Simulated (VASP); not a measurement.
Wanted: the native input for a VASP 6.6.1 run.

```yaml
Task: single point
Functional: PBEsol
Dispersion: D3(BJ)
Potentials_or_basis: VASP PAW PBE potentials, release 64 (Cd)
Cutoff: 520 eV
k_mesh: 7 × 7 × 7
Occupations: fermi-dirac, width 0.1 eV
Spin: no spin polarisation
Dipole_correction: no
Further_INCAR_settings: ALGO = Normal; EDIFF = 1e-07; NBANDS = 12
```

The structure of Cd lies in POSCAR:

```
Cd
1.0
   -1.7843220000      1.7843220000      1.7843220000
    1.7843220000     -1.7843220000      1.7843220000
    1.7843220000      1.7843220000     -1.7843220000
Cd
1
Direct
    0.0000000000      0.0000000000      0.0000000000
```

The input as run:

INCAR

```
SYSTEM = Cd
  PREC = Accurate
  ENCUT = 520
  EDIFF = 1E-7
  ISMEAR = -1
  SIGMA = 0.1
  LREAL = .FALSE.
  LASPH = .TRUE.
  NELM = 100
  ALGO = Normal
  ISIF = 2
  LWAVE = .FALSE.
  LCHARG = .FALSE.
  GGA = PS
  IVDW = 12
  NBANDS = 12
```

KPOINTS

```
Automatic mesh
0
G
  7 7 7
  0 0 0
```

Potentials or basis: VASP PAW PBE potentials, release 64 (Cd).

Command:

```bash
$ cat potpaw_PBE.64/Cd/POTCAR > POTCAR
$ mpirun -np 1 vasp_std > vasp.out
```

It gave:

```json
{"Pressure": "-5.7 GPa", "Band gap on the k mesh": "zero (band 6 reaches 3.98 eV, above the bottom of band 7 at 1.69 eV)", "Dispersion energy per atom": "-0.393 eV"}
```

Caveat: three body term missing; the PAW data sets were made with another functional, which shifts forces and pressure a little; pairwise dispersion overbinds metals, which lowers pressure and volume.

Wall time 14 s on 1 thread of AMD EPYC 7R13 (shared host), peak memory 0.11 GiB.
